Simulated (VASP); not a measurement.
# GaSb (I-4m2) in VASP: a series of runs, part 2 of 2

VASP 6.6.1. Earlier steps stand in the parts before.

**3. Single point, PBEsol (strain -0.0400 x Voigt [0, 1, 0, 0, 0, 0])**

The input, INCAR:

```
SYSTEM = GaSb
  ALGO = Normal
  EDIFF = 1E-7
  ENCUT = 520
  GGA = PS
  ISIF = 2
  ISMEAR = 0
  LASPH = .TRUE.
  LCHARG = .FALSE.
  LREAL = .FALSE.
  LWAVE = .FALSE.
  NBANDS = 16
  NELM = 60
  PREC = Accurate
  SIGMA = 0.15
```

The input, KPOINTS:

```
k-points
0
G
  14 14 14
  0 0 0
```

The input, POSCAR:

```
GaSb
1.0
    0.0000000000      2.9366400000      3.0590000000
    3.0590000000      0.0000000000      3.0590000000
    3.0590000000      2.9366400000      0.0000000000
Ga Sb
1 1
Direct
    0.0000000000      0.0000000000      0.0000000000
    0.7500000000      0.7500000000      0.7500000000
```

Potentials or basis: VASP PAW PBE potentials, release 64 (Ga_d, Sb).

Run with:

```bash
$ cat potpaw_PBE.64/Ga_d/POTCAR potpaw_PBE.64/Sb/POTCAR > POTCAR
$ mpirun -np 1 vasp_std > vasp.out
```

OUTCAR:

```text
SYSTEM = GaSb
   EDIFF = 1E-7
   ENCUT = 520
   GGA = PS
   ISIF = 2
   ISMEAR = 0
   LASPH = .TRUE.
   LREAL = .FALSE.
   NELM = 60
   PREC = Accurate

 ion  position               nearest neighbor table
   1  0.000  0.000  0.000-   2 2.61   2 2.61   2 2.61   2 2.61
   2  0.750  0.750  0.750-   1 2.61   1 2.61   1 2.61   1 2.61

  LATTYP: Found a body centered tetragonal cell.
 ALAT       =     4.3260792873
 C/A-ratio  =     1.3576450199

  Lattice vectors:

 A1 = (   0.0000000000,  -2.9366400000,   3.0590000000)
 A2 = (   0.0000000000,  -2.9366400000,  -3.0590000000)
 A3 = (   3.0590000000,   2.9366400000,   0.0000000000)

Analysis of symmetry for initial positions (statically):
=====================================================================
 Subroutine PRICEL returns:
 Original cell was already a primitive cell.

 Routine SETGRP: Setting up the symmetry group for a
 body centered tetragonal supercell.

 Subroutine GETGRP returns: Found  8 space group operations
 (whereof  8 operations were pure point group operations)
 out of a pool of 16 trial point group operations.

The static configuration has the point symmetry D_2d.

Analysis of symmetry for dynamics (positions and initial velocities):
=====================================================================
 Subroutine PRICEL returns:
 Original cell was already a primitive cell.

 Routine SETGRP: Setting up the symmetry group for a
 body centered tetragonal supercell.

 Subroutine GETGRP returns: Found  8 space group operations
 (whereof  8 operations were pure point group operations)
 out of a pool of 16 trial point group operations.

The dynamic configuration has the point symmetry D_2d.

 Subroutine INISYM returns: Found  8 space group operations
 (whereof  8 operations are pure point group operations),
 and found     1 'primitive' translations

----------------------------------------------------------------------------------------

                                     Primitive cell

  volume of cell :      54.9591

  direct lattice vectors                    reciprocal lattice vectors
     0.000000000  2.936640000  3.059000000    -0.163452109  0.170262613  0.163452109
     3.059000000  0.000000000  3.059000000     0.163452109 -0.170262613  0.163452109
     3.059000000  2.936640000  0.000000000     0.163452109  0.170262613 -0.163452109

  length of vectors
     4.240440483  4.326079287  4.240440483     0.287093262  0.287093262  0.287093262

  position of ions in fractional coordinates (direct lattice)
     0.000000000  0.000000000  0.000000000
     0.750000000  0.750000000  0.750000000

  ion indices of the primitive-cell ions
   primitive index   ion index
                 1           1
                 2           2

----------------------------------------------------------------------------------------

 KPOINTS: k-points

Automatic generation of k-mesh.
 Grid dimensions read from file:
 generate k-points for:   14   14   14

 Generating k-lattice:

  Cartesian coordinates                     Fractional coordinates (reciprocal lattice)
    -0.011675151  0.012161615  0.011675151     0.071428571  0.000000000  0.000000000
     0.011675151 -0.012161615  0.011675151    -0.000000000  0.071428571 -0.000000000
     0.011675151  0.012161615 -0.011675151     0.000000000  0.000000000  0.071428571

  Length of vectors
     0.020506662  0.020506662  0.020506662

  Shift w.r.t. Gamma in fractional coordinates (k-lattice)
     0.000000000  0.000000000  0.000000000

 Subroutine IBZKPT returns following result:
 ===========================================

 Found    244 irreducible k-points:

 Following reciprocal coordinates:
            Coordinates               Weight
  0.000000  0.000000  0.000000      1.000000
  0.071429  0.000000  0.000000      8.000000
  0.142857  0.000000  0.000000      8.000000
  0.214286  0.000000  0.000000      8.000000
  0.285714  0.000000  0.000000      8.000000
  0.357143  0.000000  0.000000      8.000000
[... 16 lines left out ...]
  0.214286  0.142857  0.000000     16.000000
  0.285714  0.142857  0.000000     16.000000
 [... further k-points ...]
   k-points           NKPTS =    244   k-points in BZ     NKDIM =    244   number of bands    NBANDS=     16
   number of dos      NEDOS =    301   number of ions     NIONS =      2
   total plane-waves  NPLWV =  32768
   dimension x,y,z NGX =    32 NGY =   32 NGZ =   32
   dimension x,y,z NGXF=    64 NGYF=   64 NGZF=   64
   ions per type =               1   1
   NGX,Y,Z   is equivalent  to a cutoff of  12.55, 12.30, 12.55 a.u.
   NGXF,Y,Z  is equivalent  to a cutoff of  25.09, 24.59, 25.09 a.u.
 SYSTEM =  GaSb
   PREC   = accura    normal or accurate (medium, high low for compatibility)
   ISTART =      0    job   : 0-new  1-cont  2-samecut
   ICHARG =      2    charge: 1-file 2-atom 10-const
   ISPIN  =      1    spin polarized calculation?
   LNONCOLLINEAR =      F non collinear calculations
   LSORBIT =      F    spin-orbit coupling
   LASPH  =      T    aspherical Exc in radial PAW
   ENCUT  =  520.0 eV  38.22 Ry    6.18 a.u.   7.88  8.04  7.88*2*pi/ulx,y,z
   NELM   =     60;   NELMIN=  2; NELMDL= -5     # of ELM steps
   EDIFF  = 0.1E-06   stopping-criterion for ELM
   LREAL  =      F    real-space projection
   EDIFFG = 0.1E-05   stopping-criterion for IOM
   NSW    =      0    number of steps for IOM
   IBRION =     -1    ionic relax: 0-MD 1-quasi-New 2-CG
   NFREE  =      0    steps in history (QN), initial steepest desc. (CG)
   ISIF   =      2    stress and relaxation
   ISYM   =      2    0-nonsym 1-usesym 2-fastsym
   POTIM  = 0.5000    time-step for ionic-motion
   TEBEG  =    0.0;   TEEND  =   0.0 temperature during run
   PSTRESS=    0.0 pullay stress
   NELECT =      18.0000    total number of electrons
   NUPDOWN=      -1.0000    fix difference up-down
   EMIN   =  10.00;   EMAX   =-10.00  energy-range for DOS
   EFERMI =   0.00;   METHOD = LEGACY
   ISMEAR =     0;   SIGMA  =   0.15  broadening in eV -4-tet -1-fermi 0-gaus
   EFERMI_NEDOS =   21; number of points for ismear=-14 and -15
   IALGO  =     38    algorithm
   IMIX   =      4    mixing-type and parameters
     AMIX     =   0.40;   BMIX     =  1.00
     AMIX_MAG =   1.60;   BMIX_MAG =  1.00
  volume/ion in A,a.u.               =      27.48       185.44
  Fermi-wavevector in a.u.,A,eV,Ry     =   1.128459  2.132478 17.325927  1.273420
  Thomas-Fermi vector in A             =   2.265149
   LORBIT       =      0    0 simple, 1 ext, 2 COOP (PROOUT), +10 PAW based schemes
   GGA     = PS    functional components
   LHFCALC =     F    Hartree Fock is set to
   AEXX    =    0.0000 exact exchange contribution
   IVDW    =     0    specifies the selected vdW correction
   LEPSILON=     F    determine dielectric tensor
   LRPA    =     F    only Hartree local field effects (RPA)
 non-spin polarized calculation
 Gauss-broadening in eV      SIGMA  =   0.15
  energy-cutoff  :      520.00
  volume of cell :       54.96
 maximum number of plane-waves:      1506
   NGX = 15   NGY = 17   NGZ = 15

 number of electron      17.9999996 magnetization

 Free energy of the ion-electron system (eV)
  ---------------------------------------------------
  ext. energy  EPLUGINS =         0.00000000
  ---------------------------------------------------
  free energy    TOTEN  =        -8.13283550 eV

  energy without entropy =       -8.13269877  energy(sigma->0) =       -8.13276714

 E-fermi :   5.3657     XC(G=0):  -9.4474

 val. band max:        5.3087420719   @ k =   0.0000   0.0000   0.0000
 cond. band min:       5.4293742339   @ k =   0.0000   0.0000   0.0000
 fundamental gap:      0.1206321620
 Fermi energy:         5.3656717910

 k-point     1 :       0.0000    0.0000    0.0000
  band No.  band energies     occupation
      1      -9.9280      2.00000
      2      -9.9280      2.00000
      3      -9.9230      2.00000
      4      -9.8717      2.00000
      5      -9.8676      2.00000
      6      -6.6371      2.00000
[... 8 lines left out ...]
     15      13.4913      0.00000
     16      14.1185      0.00000
[... 419 lines left out ...]
 k-point    24 :       0.2857    0.1429    0.0000
  band No.  band energies     occupation
      1      -9.9500      2.00000
      2      -9.9170      2.00000
      3      -9.9136      2.00000
      4      -9.8732      2.00000
      5      -9.8683      2.00000
      6      -5.8652      2.00000
[... 8 lines left out ...]
     15      13.4534      0.00000
     16      14.0548      0.00000

 [... further k-points ...]
[... 5 lines left out ...]
  --------------------------------------------------------------------------------------
  -------------------------------------------------------------------------------------
  Total        0.5645650      1.1354830      0.5645650      0.0000000      0.0000000      0.0000000
  in kB       16.4582949     33.1017974     16.4582949      0.0000000      0.0000000      0.0000000
  external PRESSURE =      22.0061290 kB  Pullay stress =       0.0000000 kB

 VOLUME and BASIS-vectors are now :
 -----------------------------------------------------------------------------
  energy-cutoff  :      520.00
  volume of cell :       54.96
      direct lattice vectors                 reciprocal lattice vectors
     0.000000000  2.936640000  3.059000000    -0.163452109  0.170262613  0.163452109
     3.059000000  0.000000000  3.059000000     0.163452109 -0.170262613  0.163452109
     3.059000000  2.936640000  0.000000000     0.163452109  0.170262613 -0.163452109

 POSITION                                       TOTAL-FORCE (eV/Angst)
 -----------------------------------------------------------------------------------
      0.00000      0.00000      0.00000        -0.000000     -0.000000     -0.000000
      4.58850      4.40496      4.58850         0.000000      0.000000      0.000000
 -----------------------------------------------------------------------------------
    total drift:                               -0.000001      0.000000     -0.000001

  FREE ENERGIE OF THE ION-ELECTRON SYSTEM (eV)
  ---------------------------------------------------
  free  energy   TOTEN  =        -8.1328355045 eV

  energy  without entropy=       -8.1326987669  energy(sigma->0) =       -8.13276714
```

OSZICAR:

```text
N       E                     dE             d eps       ncg     rms          rms(c)
DAV:   1     0.824382519798E+02    0.82438E+02   -0.86134E+03  7968   0.140E+03
DAV:   2    -0.179477731836E+01   -0.84233E+02   -0.80984E+02  9376   0.300E+02
DAV:   3    -0.812718110967E+01   -0.63324E+01   -0.63185E+01  9312   0.651E+01
DAV:   4    -0.823915172315E+01   -0.11197E+00   -0.11196E+00 10032   0.975E+00
DAV:   5    -0.824158187852E+01   -0.24302E-02   -0.24301E-02  9912   0.126E+00    0.328E+00
DAV:   6    -0.816131068374E+01    0.80271E-01   -0.85531E-02 10752   0.508E+00    0.194E+00
DAV:   7    -0.813249337869E+01    0.28817E-01   -0.46898E-02  9736   0.196E+00    0.373E-01
DAV:   8    -0.813257201852E+01   -0.78640E-04   -0.49668E-03 10376   0.845E-01    0.115E-01
DAV:   9    -0.813284020258E+01   -0.26818E-03   -0.46764E-04  9168   0.164E-01    0.444E-02
DAV:  10    -0.813282778211E+01    0.12420E-04   -0.20261E-05 10360   0.373E-02    0.136E-02
DAV:  11    -0.813283549128E+01   -0.77092E-05   -0.11789E-05  9512   0.242E-02    0.471E-03
DAV:  12    -0.813283550455E+01   -0.13274E-07   -0.42151E-07 10320   0.608E-03
   1 F= -.81328355E+01 E0= -.81327671E+01  d E =-.136738E-03
```

Run time: 65 s. Hardware: 1 thread of Intel Xeon 6975P-C (Granite Rapids), shared host; peak memory 0.35 GiB.

Results:

```
Free energy            : -8.1328 eV
Pressure               : 2.2 GPa
Band gap on the k mesh : 0.12 eV
```

Levels at points of the mesh, in eV from the valence-band top:
```csv
k point,band 7,band 8,band 9,band 10,band 11,band 12
"(0.00, 0.00, 0.00)",-0.23,-0.23,0.00,0.12,2.52,2.64
"(0.50, 0.00, 0.00)",-6.76,-1.53,-1.22,0.26,3.44,3.71
"(0.50, 0.50, 0.00)",-7.24,-2.81,-2.78,0.75,1.02,8.66
"(0.50, 0.00, 0.50)",-7.04,-3.05,-3.05,0.43,0.76,8.79
```

Caveat: the cell differs from its parent crystal (strain -0.0400 x Voigt [0, 1, 0, 0, 0, 0]); the PAW data sets were made with another functional, which shifts forces and pressure a little; spin-orbit coupling is left out, which moves the levels of the heavy elements.
